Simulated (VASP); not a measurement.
Input of a VASP 6.6.1 run:

The input POSCAR:

```
TiB2
1.0
    3.0690624661      0.0000000000      0.0000000000
   -1.5345312330      2.6578859062      0.0000000000
    0.0000000000      0.0000000000      3.2708838193
Ti B
1 2
Direct
    0.0000000000      0.0000000000      0.0000000000
    0.3333333333      0.6666666667      0.5000000000
    0.6666666667      0.3333333333      0.5000000000
```

INCAR.step1

```
SYSTEM = TiB2
PREC     = Accurate       ! precision mode
ENCUT    = 520            ! plane-wave cutoff, eV
ISMEAR   = -1             ! smearing method
SIGMA    = 0.15           ! smearing width, eV
LREAL    = .FALSE.        ! projectors in reciprocal space
LASPH    = .TRUE.         ! aspherical terms in the spheres
NELM     = 60             ! most SCF steps
NBANDS   = 16             ! bands
GGA      = PE             ! functional
ALGO     = Normal         ! electronic algorithm
EDIFF    = 1E-4           ! SCF threshold, eV
LWAVE    = .TRUE.         ! write WAVECAR
LCHARG   = .FALSE.        ! write CHGCAR
```

Contents of INCAR.step2:

```
SYSTEM = TiB2
PREC     = Accurate       ! precision mode
ENCUT    = 520            ! plane-wave cutoff, eV
EDIFF    = 1E-6           ! SCF threshold, eV
ISMEAR   = -1             ! smearing method
SIGMA    = 0.15           ! smearing width, eV
LREAL    = .FALSE.        ! projectors in reciprocal space
LASPH    = .TRUE.         ! aspherical terms in the spheres
NELM     = 60             ! most SCF steps
ALGO     = Normal         ! electronic algorithm
ISIF     = 2              ! what is computed and relaxed
LWAVE    = .FALSE.        ! write WAVECAR
LCHARG   = .TRUE.         ! write CHGCAR
METAGGA  = R2SCAN         ! meta-GGA
LMIXTAU  = .TRUE.       
LELF     = .TRUE.         ! ELF
LVHAR    = .TRUE.       
NBANDS   = 16             ! bands
ISTART   = 1
```

The input KPOINTS:

```
regular mesh
0
G
  11 11 9
  0 0 0
```

Potentials or basis: VASP PAW PBE potentials, release 64 (Ti_sv, B).

Run with:

```console
$ cat potpaw_PBE.64/Ti_sv/POTCAR potpaw_PBE.64/B/POTCAR > POTCAR
$ cp INCAR.step1 INCAR
$ mpirun -np 1 vasp_std > vasp.out
$ cp INCAR.step2 INCAR
$ mpirun -np 1 vasp_std > vasp.out
```

Q: Predict the pressure.

A: -9.8 GPa.

Q: What does it give for the band gap on the k mesh?

A: Zero (band 9 reaches 9.89 eV, above the bottom of band 10 at 9.46 eV).

Stress tensor (GPa, compression positive):
```
-10.54   0.00   0.00
  0.00 -10.54   0.00
  0.00   0.00  -8.23
```

Caveat: the PAW data sets were made with another functional, which shifts forces and pressure a little.
